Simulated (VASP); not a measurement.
Input of a VASP 6.6.1 run:

File INCAR:

```
SYSTEM = B3P2
  PREC = Accurate
  ENCUT = 520
  EDIFF = 1E-6
  ISMEAR = 0
  SIGMA = 0.1
  LREAL = .False.
  LASPH = .True.
  NELM = 80
  ALGO = Normal
  ISIF = 2
  LWAVE = .False.
  LCHARG = .False.
  GGA = PE
  NBANDS = 30
```

Contents of KPOINTS:

```
Automatic mesh
0
Gamma
  12 12 12
  0 0 0
```

Contents of POSCAR:

```
B3P2
1.0
    2.4728864010      1.4277216293      4.8810831282
   -2.4728864010      1.4277216293      4.8810831282
    0.0000000000     -2.8554432585      4.8810831282
B P
6 4
Direct
    0.4974272153      0.0025727847      0.2500000000
    0.2500000000      0.4974272153      0.0025727847
    0.0025727847      0.2500000000      0.4974272153
    0.5025727847      0.9974272153      0.7500000000
    0.7500000000      0.5025727847      0.9974272153
    0.9974272153      0.7500000000      0.5025727847
    0.3685463455      0.3685463455      0.3685463455
    0.1314536545      0.1314536545      0.1314536545
    0.6314536545      0.6314536545      0.6314536545
    0.8685463455      0.8685463455      0.8685463455
```

Potentials or basis: VASP PAW PBE potentials, release 64 (B, P).

Run with:

```console
$ cat potpaw_PBE.64/B/POTCAR potpaw_PBE.64/P/POTCAR > POTCAR
$ mpirun -np 1 vasp_std > vasp.out
```

(1) What does it give for the pressure?

(2) Predict the largest force.

(3) What does it give for the band gap on the k mesh?

## Answers

(1) -0.3 GPa.

(2) 0.015 eV/Å.

(3) zero (bands 19 and 20 overlap by 2.31 eV).
